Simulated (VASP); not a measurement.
Input of a VASP 6.6.1 run:

File INCAR:

```
SYSTEM = Li4SiN
  ALGO = Normal
  EDIFF = 1E-6
  EDIFFG = -0.01
  ENCUT = 600
  GGA = PE
  IBRION = 2
  ISIF = 3
  ISMEAR = 0
  LASPH = .True.
  LCHARG = .False.
  LREAL = .False.
  LWAVE = .False.
  NELM = 60
  NSW = 100
  PREC = Accurate
  SIGMA = 0.1
```

The input KPOINTS:

```
k-points
0
Gamma
  8 8 8
  0 0 0
```

Contents of POSCAR:

```
Li4SiN
1.0
    0.0000000000      3.9349274593      3.9349274593
    3.9349274593      0.0000000000      3.9349274593
    3.9349274593      3.9349274593      0.0000000000
Li Si N
4 1 1
Direct
    0.8718649155      0.3844052534      0.8718649155
    0.8718649155      0.8718649155      0.8718649155
    0.3844052534      0.8718649155      0.8718649155
    0.8718649155      0.8718649155      0.3844052534
    0.2500000000      0.2500000000      0.2500000000
    0.0000000000      0.0000000000      0.0000000000
```

Potentials or basis: VASP PAW PBE potentials, release 64 (Li_sv, Si, N).

Command:

```sh
$ cat potpaw_PBE.64/Li_sv/POTCAR potpaw_PBE.64/Si/POTCAR potpaw_PBE.64/N/POTCAR > POTCAR
$ mpirun -np 1 vasp_std > vasp.out
```

Q: What does it give for the band gap on the k mesh?

A: Zero (an odd number of electrons rules out a gap without spin polarisation).

Q: What does it give for the relaxed cell?

A: a = 5.608 Å, b = 5.608 Å, c = 5.608 Å, α = 60.00°, β = 60.00°, γ = 60.00°.

Final structure:
```
Li Si N
1.0
     0.00000    3.96550    3.96550
     3.96550    0.00000    3.96550
     3.96550    3.96550    0.00000
Li Si N
4 1 1
Cartesian
  4.9789 6.9176 4.9789
  6.9176 6.9176 6.9176
  6.9176 4.9789 4.9789
  4.9789 4.9789 6.9176
  1.9828 1.9828 1.9828
  0.0000 0.0000 0.0000
```
